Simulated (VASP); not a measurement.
# InSe (R3m) in VASP: single point with PBEsol

Aim: the single point of InSe with PBEsol.

All numbers are computed with VASP 6.6.1; they aren't measurements. Logs are shortened: lines on timing, memory, paths and dates and some standing lists are left out, and cuts for length are marked.

**What was measured.**

“The Interaction of Hydrogen with the van der Waals Crystal γ-InSe”, 2020, pmc:7321205 reports, for a bulk crystal of InSe at 300 K: band gap 1.25 eV.

The runs below are set against these values where they give the same quantity.

**1. The cell of the first run**

The structure is trigonal, space group R3m (No. 160). Conventional cell: a = 4.009 Å, b = 4.009 Å, c = 25.288 Å, α = 90.00°, β = 90.00°, γ = 120.00°. Within 3.5 Å of In (site symmetry 3m) lie 3 Se at 2.64 Å and 1 In at 2.78 Å. In (site symmetry 3m) has 3 Se at 2.64 Å and 1 In at 2.78 Å within 3.5 Å. Within 3.5 Å of Se (site symmetry 3m) lie 3 In at 2.64 Å. Within 3.5 Å of Se (site symmetry 3m) lie 3 In at 2.64 Å.

**2. Single point, PBEsol**

File INCAR:

```
PREC = Accurate
ENCUT = 520
EDIFF = 1E-7
ISMEAR = 0
SIGMA = 0.01
LREAL = False
LASPH = True
NELM = 100
ALGO = Normal
ISIF = 2
LWAVE = False
LCHARG = False
GGA = PS
NBANDS = 27
```

File KPOINTS:

```
Automatic mesh
0
Gamma
  12 12 12
```

File POSCAR:

```
InSe
1.0
    2.0043871550      1.1572334635      8.4291937707
   -2.0043871550      1.1572334635      8.4291937707
    0.0000000000     -2.3144669270      8.4291937707
In Se
2 2
Direct
    0.0011929034      0.0011929034      0.0011929034
    0.1109978602      0.1109978602      0.1109978602
    0.6173495427      0.6173495427      0.6173495427
    0.8281596938      0.8281596938      0.8281596938
```

Potentials or basis: VASP PAW PBE potentials, release 64 (In_d, Se).

Started as:

```bash
$ cat potpaw_PBE.64/In_d/POTCAR potpaw_PBE.64/Se/POTCAR > POTCAR
$ mpirun -np 1 vasp_std > vasp.out
```

OUTCAR:

```text
PREC = Accurate
   ENCUT = 520
   EDIFF = 1E-7
   ISMEAR = 0
   LREAL = False
   LASPH = True
   NELM = 100
   ISIF = 2
   GGA = PS

 ion  position               nearest neighbor table
   1  0.001  0.001  0.001-   3 2.64   3 2.64   3 2.64   2 2.78
   2  0.111  0.111  0.111-   4 2.64   4 2.64   4 2.64   1 2.78
   3  0.617  0.617  0.617-   1 2.64   1 2.64   1 2.64
   4  0.828  0.828  0.828-   2 2.64   2 2.64   2 2.64

  LATTYP: Found a trigonal (rhomboedric) cell.
 ALAT       =     8.7411706756
 COS(alpha) =     0.8948391671

  Lattice vectors:

 A1 = (   2.0043871550,   1.1572334635,   8.4291937707)
 A2 = (  -2.0043871550,   1.1572334635,   8.4291937707)
 A3 = (   0.0000000000,  -2.3144669270,   8.4291937707)

Analysis of symmetry for initial positions (statically):
=====================================================================
 Subroutine PRICEL returns:
 Original cell was already a primitive cell.

 Routine SETGRP: Setting up the symmetry group for a
 trigonal (rhombohedral) supercell.

 Subroutine GETGRP returns: Found  6 space group operations
 (whereof  6 operations were pure point group operations)
 out of a pool of 12 trial point group operations.

The static configuration has the point symmetry C_3v.

Analysis of symmetry for dynamics (positions and initial velocities):
=====================================================================
 Subroutine PRICEL returns:
 Original cell was already a primitive cell.

 Routine SETGRP: Setting up the symmetry group for a
 trigonal (rhombohedral) supercell.

 Subroutine GETGRP returns: Found  6 space group operations
 (whereof  6 operations were pure point group operations)
 out of a pool of 12 trial point group operations.

The dynamic configuration has the point symmetry C_3v.

 Subroutine INISYM returns: Found  6 space group operations
 (whereof  6 operations are pure point group operations),
 and found     1 'primitive' translations

----------------------------------------------------------------------------------------

                                     Primitive cell

  volume of cell :     117.3113

  direct lattice vectors                    reciprocal lattice vectors
     2.004387155  1.157233463  8.429193771     0.249452806  0.144021645  0.039545103
    -2.004387155  1.157233463  8.429193771    -0.249452806  0.144021645  0.039545103
     0.000000000 -2.314466927  8.429193771     0.000000000 -0.288043289  0.039545103

  length of vectors
     8.741170676  8.741170676  8.741170676     0.290745166  0.290745166  0.290745166

  position of ions in fractional coordinates (direct lattice)
     0.001192903  0.001192903  0.001192903
     0.110997860  0.110997860  0.110997860
     0.617349543  0.617349543  0.617349543
     0.828159694  0.828159694  0.828159694

  ion indices of the primitive-cell ions
   primitive index   ion index
                 1           1
                 2           2
                 3           3
                 4           4

----------------------------------------------------------------------------------------

 KPOINTS: Automatic mesh

Automatic generation of k-mesh.
 Grid dimensions read from file:
 generate k-points for:   12   12   12

 Generating k-lattice:

  Cartesian coordinates                     Fractional coordinates (reciprocal lattice)
     0.020787734  0.012001804  0.003295425     0.083333333  0.000000000  0.000000000
    -0.020787734  0.012001804  0.003295425     0.000000000  0.083333333  0.000000000
     0.000000000 -0.024003607  0.003295425     0.000000000  0.000000000  0.083333333

  Length of vectors
     0.024228764  0.024228764  0.024228764

  Shift w.r.t. Gamma in fractional coordinates (k-lattice)
     0.000000000  0.000000000  0.000000000

 Subroutine IBZKPT returns following result:
 ===========================================

 Found    189 irreducible k-points:

 Following reciprocal coordinates:
            Coordinates               Weight
  0.000000  0.000000  0.000000      1.000000
  0.083333  0.000000  0.000000      6.000000
  0.166667 -0.000000  0.000000      6.000000
  0.250000  0.000000  0.000000      6.000000
  0.333333 -0.000000  0.000000      6.000000
  0.416667  0.000000  0.000000      6.000000
[... 16 lines left out ...]
  0.500000  0.166667  0.000000     12.000000
 -0.416667  0.166667 -0.000000     12.000000
 [... further k-points ...]
   k-points           NKPTS =    189   k-points in BZ     NKDIM =    189   number of bands    NBANDS=     27
   number of dos      NEDOS =    301   number of ions     NIONS =      4
   total plane-waves  NPLWV = 343000
   dimension x,y,z NGX =    70 NGY =   70 NGZ =   70
   dimension x,y,z NGXF=   140 NGYF=  140 NGZF=  140
   ions per type =               2   2
   NGX,Y,Z   is equivalent  to a cutoff of  13.31, 13.31, 13.31 a.u.
   NGXF,Y,Z  is equivalent  to a cutoff of  26.63, 26.63, 26.63 a.u.
 SYSTEM =  unknown system
   PREC   = accura    normal or accurate (medium, high low for compatibility)
   ISTART =      0    job   : 0-new  1-cont  2-samecut
   ICHARG =      2    charge: 1-file 2-atom 10-const
   ISPIN  =      1    spin polarized calculation?
   LNONCOLLINEAR =      F non collinear calculations
   LSORBIT =      F    spin-orbit coupling
   LASPH  =      T    aspherical Exc in radial PAW
   ENCUT  =  520.0 eV  38.22 Ry    6.18 a.u.  16.25 16.25 16.25*2*pi/ulx,y,z
   NELM   =    100;   NELMIN=  2; NELMDL= -5     # of ELM steps
   EDIFF  = 0.1E-06   stopping-criterion for ELM
   LREAL  =      F    real-space projection
   EDIFFG = 0.1E-05   stopping-criterion for IOM
   NSW    =      0    number of steps for IOM
   IBRION =     -1    ionic relax: 0-MD 1-quasi-New 2-CG
   NFREE  =      0    steps in history (QN), initial steepest desc. (CG)
   ISIF   =      2    stress and relaxation
   ISYM   =      2    0-nonsym 1-usesym 2-fastsym
   POTIM  = 0.5000    time-step for ionic-motion
   TEBEG  =    0.0;   TEEND  =   0.0 temperature during run
   PSTRESS=    0.0 pullay stress
   NELECT =      38.0000    total number of electrons
   NUPDOWN=      -1.0000    fix difference up-down
   EMIN   =  10.00;   EMAX   =-10.00  energy-range for DOS
   EFERMI =   0.00;   METHOD = LEGACY
   ISMEAR =     0;   SIGMA  =   0.01  broadening in eV -4-tet -1-fermi 0-gaus
   EFERMI_NEDOS =   21; number of points for ismear=-14 and -15
   IALGO  =     38    algorithm
   IMIX   =      4    mixing-type and parameters
     AMIX     =   0.40;   BMIX     =  1.00
     AMIX_MAG =   1.60;   BMIX_MAG =  1.00
  volume/ion in A,a.u.               =      29.33       197.91
  Fermi-wavevector in a.u.,A,eV,Ry     =   1.124319  2.124654 17.199021  1.264092
  Thomas-Fermi vector in A             =   2.260990
   LORBIT       =      0    0 simple, 1 ext, 2 COOP (PROOUT), +10 PAW based schemes
   GGA     = PS    functional components
   LHFCALC =     F    Hartree Fock is set to
   AEXX    =    0.0000 exact exchange contribution
   IVDW    =     0    specifies the selected vdW correction
   LEPSILON=     F    determine dielectric tensor
   LRPA    =     F    only Hartree local field effects (RPA)
 non-spin polarized calculation
 Gauss-broadening in eV      SIGMA  =   0.01
  energy-cutoff  :      520.00
  volume of cell :      117.31
 maximum number of plane-waves:      3188
 NGX is ok and might be reduce to    70
   NGX = 33   NGY = 33   NGZ = 33

 number of electron      38.0000004 magnetization

 Free energy of the ion-electron system (eV)
  ---------------------------------------------------
  ext. energy  EPLUGINS =         0.00000000
  ---------------------------------------------------
  free energy    TOTEN  =       -15.59886347 eV

  energy without entropy =      -15.59886347  energy(sigma->0) =      -15.59886347

 E-fermi :   3.9871     XC(G=0):  -9.0823

 val. band max:        3.9243894871   @ k =   0.5000   0.5000   0.5000
 cond. band min:       4.2818270308   @ k =   0.5000   0.5000   0.5000
 fundamental gap:      0.3574375438
 Fermi energy:         3.9870819353

 k-point     1 :       0.0000    0.0000    0.0000
  band No.  band energies     occupation
      1     -10.8170      2.00000
      2     -10.6183      2.00000
      3     -10.6183      2.00000
      4     -10.5293      2.00000
      5     -10.5293      2.00000
      6     -10.5197      2.00000
[... 19 lines left out ...]
     26       9.3843      0.00000
     27      11.2784      0.00000

 k-point     2 :       0.0833    0.0000    0.0000
  band No.  band energies     occupation
      1     -10.8172      2.00000
      2     -10.6488      2.00000
      3     -10.6172      2.00000
      4     -10.5621      2.00000
      5     -10.5241      2.00000
      6     -10.5218      2.00000
[... 19 lines left out ...]
     26       9.5501      0.00000
     27      11.2754      0.00000

 k-point     3 :       0.1667   -0.0000    0.0000
  band No.  band energies     occupation
      1     -10.8235      2.00000
      2     -10.7105      2.00000
      3     -10.6366      2.00000
      4     -10.6150      2.00000
      5     -10.5275      2.00000
      6     -10.5100      2.00000
[... 19 lines left out ...]
     26       9.9464      0.00000
     27      10.6277      0.00000

 k-point     4 :       0.2500    0.0000    0.0000
  band No.  band energies     occupation
      1     -10.8558      2.00000
      2     -10.7491      2.00000
      3     -10.7171      2.00000
      4     -10.6141      2.00000
      5     -10.5350      2.00000
      6     -10.4909      2.00000
[... 19 lines left out ...]
     26      10.3018      0.00000
     27      10.5919      0.00000
[... 516 lines left out ...]
      4     -10.6238      2.00000
      5     -10.5343      2.00000
      6     -10.4743      2.00000
[... 19 lines left out ...]
     26      10.5736      0.00000
     27      10.8884      0.00000

 k-point    23 :       0.5000    0.1667    0.0000
  band No.  band energies     occupation
      1     -10.9418      2.00000
      2     -10.8355      2.00000
      3     -10.7530      2.00000
      4     -10.6277      2.00000
      5     -10.5357      2.00000
      6     -10.4656      2.00000
[... 19 lines left out ...]
     26      10.7556      0.00000
     27      11.4233      0.00000

 k-point    24 :      -0.4167    0.1667   -0.0000
  band No.  band energies     occupation
      1     -10.9526      2.00000
      2     -10.8462      2.00000
      3     -10.7520      2.00000
      4     -10.6292      2.00000
      5     -10.5362      2.00000
      6     -10.4624      2.00000
[... 19 lines left out ...]
     26      10.8523      0.00000
     27      11.6547      0.00000

 [... further k-points ...]
[... 5 lines left out ...]
  --------------------------------------------------------------------------------------
  -------------------------------------------------------------------------------------
  Total        0.0501043      0.0501043      0.0366257      0.0000000     -0.0000000      0.0000000
  in kB        0.6842984      0.6842984      0.5002143      0.0000000     -0.0000000      0.0000000
  external PRESSURE =       0.6229370 kB  Pullay stress =       0.0000000 kB

 VOLUME and BASIS-vectors are now :
 -----------------------------------------------------------------------------
  energy-cutoff  :      520.00
  volume of cell :      117.31
      direct lattice vectors                 reciprocal lattice vectors
     2.004387155  1.157233463  8.429193771     0.249452806  0.144021645  0.039545103
    -2.004387155  1.157233463  8.429193771    -0.249452806  0.144021645  0.039545103
     0.000000000 -2.314466927  8.429193771     0.000000000 -0.288043289  0.039545103

 POSITION                                       TOTAL-FORCE (eV/Angst)
 -----------------------------------------------------------------------------------
      0.00000      0.00000      0.03017         0.000000      0.000000      0.019497
      0.00000      0.00000      2.80687         0.000000      0.000000     -0.019592
      0.00000      0.00000     15.61128         0.000000     -0.000000     -0.019496
      0.00000      0.00000     20.94216         0.000000      0.000000      0.019591
 -----------------------------------------------------------------------------------
    total drift:                                0.000000     -0.000000     -0.000214

  FREE ENERGIE OF THE ION-ELECTRON SYSTEM (eV)
  ---------------------------------------------------
  free  energy   TOTEN  =       -15.5988634650 eV

  energy  without entropy=      -15.5988634650  energy(sigma->0) =      -15.59886347
```

Run time: 58 min. Hardware: 1 thread of Intel Xeon Platinum 8259CL at 2.50GHz (Skylake/Cascade Lake), shared host; peak memory 0.99 GiB.

Results:

```yaml
Free_energy: -15.5989 eV
Pressure: 0.1 GPa
Largest_force: 0.020 eV/Å
Band_gap_on_the_k_mesh: 0.36 eV
```

Forces on the atoms (eV/Å):
```
In   0.000  0.000  0.019
In   0.000  0.000 -0.020
Se   0.000  0.000 -0.019
Se   0.000  0.000  0.020
```

Caveat: the PAW data sets were made with another functional, which shifts forces and pressure a little; spin-orbit coupling is left out, which moves the levels of the heavy elements.

**3. How close it comes**

Step 2. A measured gap of InSe is 1.25 eV (300 K; “The Interaction of Hydrogen with the van der Waals Crystal γ-InSe”, 2020, pmc:7321205); the calculated 0.36 eV misses it by -0.89 eV. Spin-orbit coupling on In, Se is left out. The value is that of PBEsol on a finite k mesh, which can miss the band edges, without temperature or zero-point motion. Semilocal functionals fall short of measured gaps as a rule.
